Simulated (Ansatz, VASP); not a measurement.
Two plane-wave programs on ZnS

Contents of POSCAR:

```
ZnS
1.0
    3.7706495461      0.0000000000      0.0000000000
   -1.8853247730      3.2984629249      0.0000000000
    0.0000000000      0.0000000000     12.4664651431
Zn S
4 4
Direct
    0.0000000000      0.0000000000      0.0001143924
    0.0000000000      0.0000000000      0.5001143924
    0.3333333333      0.6666666667      0.2500706174
    0.6666666667      0.3333333333      0.7500706174
    0.0000000000      0.0000000000      0.1872361436
    0.0000000000      0.0000000000      0.6872361436
    0.3333333333      0.6666666667      0.4375788466
    0.6666666667      0.3333333333      0.9375788466
```

Contents of INCAR.step1:

```
ALGO = Normal
EDIFF = 1E-4
ENCUT = 520
GGA = PE
ISMEAR = 0
LASPH = True
LCHARG = False
LREAL = False
LWAVE = True
NBANDS = 46
NELM = 100
PREC = Accurate
SIGMA = 0.05
```

Contents of INCAR.step2:

```
ALGO = Normal
EDIFF = 1E-6
ENCUT = 520
ISIF = 2
ISMEAR = 0
ISTART = 1
LASPH = True
LCHARG = False
LMIXTAU = True
LREAL = False
LWAVE = False
METAGGA = R2SCAN
NBANDS = 46
NELM = 100
PREC = Accurate
SIGMA = 0.05
```

KPOINTS

```
k-points
0
Gamma
  6 6 2
```

Input for Ansatz:

```yaml
crystal:
  lattice:
    - [3.7706495461, 0.0, 0.0]
    - [-1.885324773, 3.2984629249, 0.0]
    - [0.0, 0.0, 12.4664651431]
  atoms:
    - { symbol: Zn, position: [0.0, 0.0, 0.0001143924] }
    - { symbol: Zn, position: [0.0, 0.0, 0.5001143924] }
    - { symbol: Zn, position: [0.3333333333, 0.6666666667, 0.2500706174] }
    - { symbol: Zn, position: [0.6666666667, 0.3333333333, 0.7500706174] }
    - { symbol: S, position: [0.0, 0.0, 0.1872361436] }
    - { symbol: S, position: [0.0, 0.0, 0.6872361436] }
    - { symbol: S, position: [0.3333333333, 0.6666666667, 0.4375788466] }
    - { symbol: S, position: [0.6666666667, 0.3333333333, 0.9375788466] }
basis:
  ecutwfc: 500
kpoints:
  mp_grid: { grid: [6, 6, 2] }
hamiltonian:
  xc: r2scan
scf:
  occupations: { method: gaussian, width: 0.05 }
output:
  forces: true
  stress: true
  eigenvalues: true
```

Change from the starting cell: strain -0.0100 x Voigt [1, 0, 0, 0, 0, 0], atoms carried along.

Alike in both runs: task single point; functional r2SCAN; k mesh 6 × 6 × 2; occupations gaussian, width 0.05 eV; no spin polarisation.

|  | VASP | Ansatz |
| --- | --- | --- |
| version | VASP 6.6.1 | Ansatz 0.2.0 |
| potentials or method | VASP PAW PBE potentials, release 64 (Zn, S), cutoff 520 eV | scalar-relativistic, plane waves, PAW |
| valence electrons in the cell | 72 | 72 |

```tsv
	VASP	Ansatz	Ansatz less VASP
gap on the k mesh at the Fermi level (eV)	2.77	2.76	-0.011
least direct gap on the mesh (eV)	2.77	2.76	-0.011
pressure (GPa)	0.8	0.8	-0.02
traceless stress, the component that is largest in VASP (GPa)	0.83	0.84	+0.012
rms of the force components (eV/Å)	0.037	0.038	+0.0009
```

VASP's potentials were made for PBE, not for r2SCAN. Atom by atom the forces differ by 0.005 eV/Å (rms over components).
